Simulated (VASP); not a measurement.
# Al27Ru in VASP: single point with PBE

Aim: the single point of Al27Ru with PBE.

Program: VASP 6.6.1. These are calculated values, not measurements. Logs are shortened: lines on timing, memory, paths and dates and some standing lists are left out, and cuts for length are marked.

### 1 The cell of the first run

The cell holds a slab with vacuum, 28 atoms: a = 8.591 Å, b = 8.591 Å, c = 17.677 Å, α = 90.00°, β = 90.00°, γ = 60.00°.

### 2 Single point, PBE

The input, INCAR:

```
ALGO = Normal
EDIFF = 1E-7
ENCUT = 520
GGA = PE
ISIF = 2
ISMEAR = -1
LASPH = True
LCHARG = True
LELF = True
LREAL = Auto
LVHAR = True
LWAVE = False
NBANDS = 68
NELM = 80
PREC = Accurate
SIGMA = 0.1
```

The input, KPOINTS:

```
k-points
0
Gamma
  2 2 1
```

The input, POSCAR:

```
Al27Ru
1.0
    8.5913470000      0.0000000000      0.0000000000
    4.2956740000      7.4403250000      0.0000000000
    0.0000000000      0.0000000000     17.6765370000
Al Ru
27 1
Direct
    0.1111110703      0.1111111410      0.0565722234
    0.4444443648      0.1111111410      0.0565722234
    0.7777777758      0.1111111410      0.0565722234
    0.1111110539      0.4444444295      0.0565722234
    0.4444443484      0.4444444295      0.0565722234
    0.7777777594      0.4444444295      0.0565722234
    0.1111110867      0.7777778524      0.0565722234
    0.4444443812      0.7777778524      0.0565722234
    0.7777777922      0.7777778524      0.0565722234
   -0.1079231840      0.2154727112      0.1890554128
    0.2250858237      0.2121766186      0.1902321139
    0.5537186291      0.2111706142      0.1855223113
   -0.1091197823      0.5477352132      0.1934829203
    0.2201105129      0.5520735989      0.1883346834
    0.5542991949      0.5586895734      0.1874996217
   -0.1085626196      0.8844456391      0.1929427693
    0.2241615512      0.8864181336      0.1917376124
    0.5641579578      0.8794510992      0.1919609027
    0.0232900552     -0.0209994859      0.3293431287
    0.3764871861     -0.0357352669      0.3258606027
    0.6841308969     -0.0079389005      0.3333454398
    0.0406395154      0.3056947109      0.3273653657
    0.3308270548      0.3254408914      0.3200314066
    0.6210944877      0.3426555964      0.3090983828
    0.0065806790      0.6552008145      0.3229121179
    0.3276270314      0.6624237517      0.3206562462
    0.6966196061      0.6126771344      0.3402650644
    0.8414536596      0.2527588513      0.3996924850
```

Potentials or basis: VASP PAW PBE potentials, release 64 (Al, Ru_pv).

Command:

```console
$ cat potpaw_PBE.64/Al/POTCAR potpaw_PBE.64/Ru_pv/POTCAR > POTCAR
$ mpirun -np 1 vasp_std > vasp.out
```

OUTCAR:

```text
EDIFF = 1E-7
   ENCUT = 520
   GGA = PE
   ISIF = 2
   ISMEAR = -1
   LASPH = True
   LREAL = Auto
   NELM = 80
   PREC = Accurate

 ion  position               nearest neighbor table
   1  0.111  0.111  0.057-  10 2.85  11 2.85   2 2.86   3 2.86   4 2.86   6 2.86   8 2.86   7 2.86
                            17 2.92
   2  0.444  0.111  0.057-  12 2.76   1 2.86   5 2.86   4 2.86   8 2.86   9 2.86   3 2.86  11 2.87
                            18 2.95
   3  0.778  0.111  0.057-  12 2.83  10 2.85   1 2.86   6 2.86   7 2.86   9 2.86   5 2.86   2 2.86
                            16 2.94
   4  0.111  0.444  0.057-  14 2.83   6 2.86   5 2.86   1 2.86   2 2.86   9 2.86   7 2.86  13 2.92
                            11 2.93
   5  0.444  0.444  0.057-  15 2.85   4 2.86   2 2.86   7 2.86   3 2.86   6 2.86   8 2.86  12 2.87
                            14 2.87
   6  0.778  0.444  0.057-  15 2.85   4 2.86   3 2.86   1 2.86   8 2.86   5 2.86   9 2.86  10 2.90
                            13 2.91
   7  0.111  0.778  0.057-   8 2.86   9 2.86   3 2.86   1 2.86   5 2.86   4 2.86  14 2.87  17 2.90
                            16 2.91
   8  0.444  0.778  0.057-  15 2.83   7 2.86   1 2.86   2 2.86   6 2.86   9 2.86   5 2.86  17 2.90
                            18 2.91
   9  0.778  0.778  0.057-   7 2.86   3 2.86   4 2.86   2 2.86   8 2.86   6 2.86  18 2.87  16 2.92
[... 22 lines left out ...]
                            11 3.03
  21  0.684  0.992  0.333-  20 2.77  24 2.81  25 2.84  19 2.86  16 2.92  23 2.96  18 3.04  12 3.09
                            27 3.21  28 3.35
  22  0.041  0.306  0.327-  28 2.36  23 2.59  11 2.79  27 2.82  25 2.87  19 2.88  20 2.91  13 2.98
                            10 3.03
  23  0.331  0.325  0.320-  24 2.58  22 2.59  25 2.81  11 2.81  14 2.87  26 2.88  12 2.90  20 2.93
                            21 2.96
  24  0.621  0.343  0.309-  28 2.30  23 2.58  26 2.65  12 2.65  15 2.71  27 2.76  21 2.81  10 2.93
                            19 3.32
  25  0.007  0.655  0.323-  26 2.79  23 2.81  13 2.83  21 2.84  19 2.86  14 2.86  16 2.86  22 2.87
                            27 2.88
  26  0.328  0.662  0.321-  24 2.65  19 2.67  25 2.79  17 2.82  20 2.83  14 2.85  23 2.88  15 2.90
                            27 3.00
  27  0.697  0.613  0.340-  24 2.76  22 2.82  25 2.88  28 2.89  20 2.91  13 2.98  26 3.00  15 3.09
                            21 3.21  18 3.29
  28  0.841  0.253  0.400-  24 2.30  22 2.36  19 2.42  27 2.89  21 3.35

  LATTYP: Found a hexagonal cell.
 ALAT       =     8.5913474624
 C/A-ratio  =     2.0574813296

  Lattice vectors:

 A1 = (  -4.2956740000,  -7.4403250000,   0.0000000000)
 A2 = (   8.5913470000,   0.0000000000,   0.0000000000)
 A3 = (   0.0000000000,   0.0000000000,  17.6765370000)

Analysis of symmetry for initial positions (statically):
=====================================================================
 Subroutine PRICEL returns:
 Original cell was already a primitive cell.

 Routine SETGRP: Setting up the symmetry group for a
 hexagonal supercell.

 Subroutine GETGRP returns: Found  1 space group operations
 (whereof  1 operations were pure point group operations)
 out of a pool of 24 trial point group operations.

The static configuration has the point symmetry C_1 .

Analysis of symmetry for dynamics (positions and initial velocities):
=====================================================================
 Subroutine PRICEL returns:
 Original cell was already a primitive cell.

 Routine SETGRP: Setting up the symmetry group for a
 hexagonal supercell.

 Subroutine GETGRP returns: Found  1 space group operations
 (whereof  1 operations were pure point group operations)
 out of a pool of 24 trial point group operations.

The dynamic configuration has the point symmetry C_1 .

 Subroutine INISYM returns: Found  1 space group operations
 (whereof  1 operations are pure point group operations),
 and found     1 'primitive' translations

----------------------------------------------------------------------------------------

                                     Primitive cell

  volume of cell :    1129.9269

  direct lattice vectors                    reciprocal lattice vectors
     8.591347000  0.000000000  0.000000000     0.116396183 -0.067201373  0.000000000
     4.295674000  7.440325000  0.000000000     0.000000000  0.134402731  0.000000000
     0.000000000  0.000000000 17.676537000     0.000000000  0.000000000  0.056572167

  length of vectors
     8.591347000  8.591347462 17.676537000     0.134402738  0.134402731  0.056572167

  position of ions in fractional coordinates (direct lattice)
     0.111111070  0.111111141  0.056572223
     0.444444365  0.111111141  0.056572223
     0.777777776  0.111111141  0.056572223
     0.111111054  0.444444430  0.056572223
     0.444444348  0.444444430  0.056572223
     0.777777759  0.444444430  0.056572223
[... 20 lines left out ...]
     0.696619606  0.612677134  0.340265064
     0.841453660  0.252758851  0.399692485

  ion indices of the primitive-cell ions
   primitive index   ion index
                 1           1
                 2           2
                 3           3
                 4           4
                 5           5
                 6           6
[... 20 lines left out ...]
                27          27
                28          28

----------------------------------------------------------------------------------------

 KPOINTS: k-points

Automatic generation of k-mesh.
 Grid dimensions read from file:
 generate k-points for:    2    2    1

 Generating k-lattice:

  Cartesian coordinates                     Fractional coordinates (reciprocal lattice)
     0.058198092 -0.033600687  0.000000000     0.500000000  0.000000000  0.000000000
     0.000000000  0.067201366  0.000000000     0.000000000  0.500000000  0.000000000
     0.000000000  0.000000000  0.056572167     0.000000000  0.000000000  1.000000000

  Length of vectors
     0.067201369  0.067201366  0.056572167

  Shift w.r.t. Gamma in fractional coordinates (k-lattice)
     0.000000000  0.000000000  0.000000000

 Subroutine IBZKPT returns following result:
 ===========================================

 Found      4 irreducible k-points:

 Following reciprocal coordinates:
            Coordinates               Weight
  0.000000  0.000000  0.000000      1.000000
  0.500000  0.000000  0.000000      1.000000
  0.500000  0.500000  0.000000      1.000000
  0.000000  0.500000  0.000000      1.000000
   k-points           NKPTS =      4   k-points in BZ     NKDIM =      4   number of bands    NBANDS=     68
   number of dos      NEDOS =    301   number of ions     NIONS =     28
   total plane-waves  NPLWV = 573440
   dimension x,y,z NGX =    64 NGY =   64 NGZ =  140
   dimension x,y,z NGXF=   128 NGYF=  128 NGZF=  280
   ions per type =              27   1
   NGX,Y,Z   is equivalent  to a cutoff of  12.38, 12.38, 13.17 a.u.
   NGXF,Y,Z  is equivalent  to a cutoff of  24.77, 24.77, 26.33 a.u.
 SYSTEM =  unknown system
   PREC   = accura    normal or accurate (medium, high low for compatibility)
   ISTART =      0    job   : 0-new  1-cont  2-samecut
   ICHARG =      2    charge: 1-file 2-atom 10-const
   ISPIN  =      1    spin polarized calculation?
   LNONCOLLINEAR =      F non collinear calculations
   LSORBIT =      F    spin-orbit coupling
   LASPH  =      T    aspherical Exc in radial PAW
   ENCUT  =  520.0 eV  38.22 Ry    6.18 a.u.  15.97 15.97 32.87*2*pi/ulx,y,z
   NELM   =     80;   NELMIN=  2; NELMDL= -5     # of ELM steps
   EDIFF  = 0.1E-06   stopping-criterion for ELM
   LREAL  =      T    real-space projection
   EDIFFG = 0.1E-05   stopping-criterion for IOM
   NSW    =      0    number of steps for IOM
   IBRION =     -1    ionic relax: 0-MD 1-quasi-New 2-CG
   NFREE  =      0    steps in history (QN), initial steepest desc. (CG)
   ISIF   =      2    stress and relaxation
   ISYM   =      2    0-nonsym 1-usesym 2-fastsym
   POTIM  = 0.5000    time-step for ionic-motion
   TEBEG  =    0.0;   TEEND  =   0.0 temperature during run
   PSTRESS=    0.0 pullay stress
   NELECT =      95.0000    total number of electrons
   NUPDOWN=      -1.0000    fix difference up-down
   EMIN   =  10.00;   EMAX   =-10.00  energy-range for DOS
   EFERMI =   0.00;   METHOD = LEGACY
   ISMEAR =    -1;   SIGMA  =   0.10  broadening in eV -4-tet -1-fermi 0-gaus
   EFERMI_NEDOS =   21; number of points for ismear=-14 and -15
   IALGO  =     38    algorithm
   IMIX   =      4    mixing-type and parameters
     AMIX     =   0.40;   BMIX     =  1.00
     AMIX_MAG =   1.60;   BMIX_MAG =  1.00
  volume/ion in A,a.u.               =      40.35       272.33
  Fermi-wavevector in a.u.,A,eV,Ry     =   0.717187  1.355287  6.998260  0.514358
  Thomas-Fermi vector in A             =   1.805802
   LORBIT       =      0    0 simple, 1 ext, 2 COOP (PROOUT), +10 PAW based schemes
   GGA     = PE    functional components
   LHFCALC =     F    Hartree Fock is set to
   AEXX    =    0.0000 exact exchange contribution
   IVDW    =     0    specifies the selected vdW correction
   LEPSILON=     F    determine dielectric tensor
   LRPA    =     F    only Hartree local field effects (RPA)
 non-spin polarized calculation
  energy-cutoff  :      520.00
  volume of cell :     1129.93
 maximum number of plane-waves:     30408
 NGX is ok and might be reduce to    64
   NGX = 31   NGY = 31   NGZ = 65

 number of electron      95.0000001 magnetization

 Free energy of the ion-electron system (eV)
  ---------------------------------------------------
  ext. energy  EPLUGINS =         0.00000000
  ---------------------------------------------------
  free energy    TOTEN  =      -103.22917521 eV

  energy without entropy =     -102.69528692  energy(sigma->0) =     -102.96223107

 E-fermi :   0.9420     XC(G=0):  -5.2475

 val. band max:        0.9285451192   @ k =   0.5000   0.5000   0.0000
 cond. band min:       0.9482813353   @ k =   0.0000   0.5000   0.0000
 fundamental gap:      0.0197362161
 Fermi energy:         0.9419806082

 k-point     1 :       0.0000    0.0000    0.0000
  band No.  band energies     occupation
      1     -40.7497      2.00000
      2     -40.6463      2.00000
      3     -40.6314      2.00000
      4      -9.4158      2.00000
      5      -7.7730      2.00000
      6      -6.9058      2.00000
[... 237 lines left out ...]
     58       2.6821      0.00000
     59       2.7613      0.00000
 [bands above 59 left out]

------------------------ aborting loop because EDIFF is reached ----------------------------------------

  FORCE on cell =-STRESS in cart. coord.  units (eV):
  Direction    XX          YY          ZZ          XY          YZ          ZX
  --------------------------------------------------------------------------------------
  -------------------------------------------------------------------------------------
  Total       -6.2751746    -12.2905724      0.0221153     -1.2028800      1.1139667      0.1825589
  in kB       -8.8978697    -17.4273895      0.0313584     -1.7056210      1.5795466      0.2588589
  external PRESSURE =      -8.7646336 kB  Pullay stress =       0.0000000 kB

 VOLUME and BASIS-vectors are now :
 -----------------------------------------------------------------------------
  energy-cutoff  :      520.00
  volume of cell :     1129.93
      direct lattice vectors                 reciprocal lattice vectors
     8.591347000  0.000000000  0.000000000     0.116396183 -0.067201373  0.000000000
     4.295674000  7.440325000  0.000000000     0.000000000  0.134402731  0.000000000
     0.000000000  0.000000000 17.676537000     0.000000000  0.000000000  0.056572167

 POSITION                                       TOTAL-FORCE (eV/Angst)
 -----------------------------------------------------------------------------------
      1.43189      0.82670      1.00000         0.064902     -0.090086     -0.025722
      4.29567      0.82670      1.00000        -0.028396     -0.134643     -0.098323
      7.15946      0.82670      1.00000        -0.023429     -0.113480     -0.075186
      2.86378      3.30681      1.00000        -0.055929      0.012427      0.083167
      5.72756      3.30681      1.00000        -0.013525      0.003749     -0.037896
      8.59135      3.30681      1.00000         0.042396      0.054489     -0.035719
[... 20 lines left out ...]
      8.61676      4.55852      6.01471        -0.008989     -0.019695      0.020683
      8.31499      1.88061      7.06518         0.063611      0.116978      0.021675
 -----------------------------------------------------------------------------------
    total drift:                               -0.003857     -0.001861     -0.007885

  FREE ENERGIE OF THE ION-ELECTRON SYSTEM (eV)
  ---------------------------------------------------
  free  energy   TOTEN  =      -103.2291752141 eV

  energy  without entropy=     -102.6952869198  energy(sigma->0) =     -102.96223107
```

It took 22 min on 1 thread of Intel Xeon Platinum 8259CL at 2.50GHz (Skylake/Cascade Lake), shared host; peak memory 1.1 GiB.

Results:

```
Free energy            : -103.2292 eV
Largest force          : 0.169 eV/Å
Band gap on the k mesh : zero (an odd number of electrons rules out a gap without spin polarisation)
```

Forces in eV/Å, atoms in the order of the input:
```
Al   0.065 -0.090 -0.026
Al  -0.028 -0.135 -0.098
Al  -0.023 -0.113 -0.075
Al  -0.056  0.012  0.083
Al  -0.014  0.004 -0.038
Al   0.042  0.054 -0.036
Al  -0.030  0.010  0.127
Al   0.078  0.017 -0.003
Al  -0.061  0.006  0.076
Al  -0.001  0.001 -0.004
Al   0.009  0.000 -0.014
Al   0.005  0.003 -0.006
Al   0.004  0.015 -0.007
Al   0.004  0.015 -0.004
Al  -0.003  0.006  0.006
Al   0.006  0.015  0.003
Al  -0.005  0.011  0.003
Al  -0.001 -0.002 -0.004
Al  -0.020  0.046  0.029
Al  -0.012 -0.004  0.000
Al  -0.039 -0.022 -0.030
Al   0.042  0.019 -0.039
Al   0.007  0.003  0.000
Al  -0.022 -0.013  0.002
Al   0.005  0.024  0.006
Al  -0.008  0.019  0.005
Al  -0.009 -0.020  0.021
Ru   0.064  0.117  0.022
```

Levels at points of the mesh, in eV from the Fermi level:
| k point | band 45 | band 46 | band 47 | band 48 | band 49 | band 50 |
| --- | --- | --- | --- | --- | --- | --- |
| (0.00, 0.00, 0.00) | -0.51 | -0.40 | -0.29 | -0.15 | 0.01 | 0.06 |
| (0.50, 0.00, 0.00) | -0.40 | -0.30 | -0.12 | 0.11 | 0.23 | 0.29 |
| (0.50, 0.50, 0.00) | -0.40 | -0.20 | -0.01 | 0.05 | 0.20 | 0.28 |
| (0.00, 0.50, 0.00) | -0.35 | -0.15 | 0.01 | 0.03 | 0.16 | 0.25 |

Caveat: the k points lie up to 0.42 Å⁻¹ apart, too coarse for converged energies and pressures of a metal; there is no dipole correction, which matters where the two faces differ.
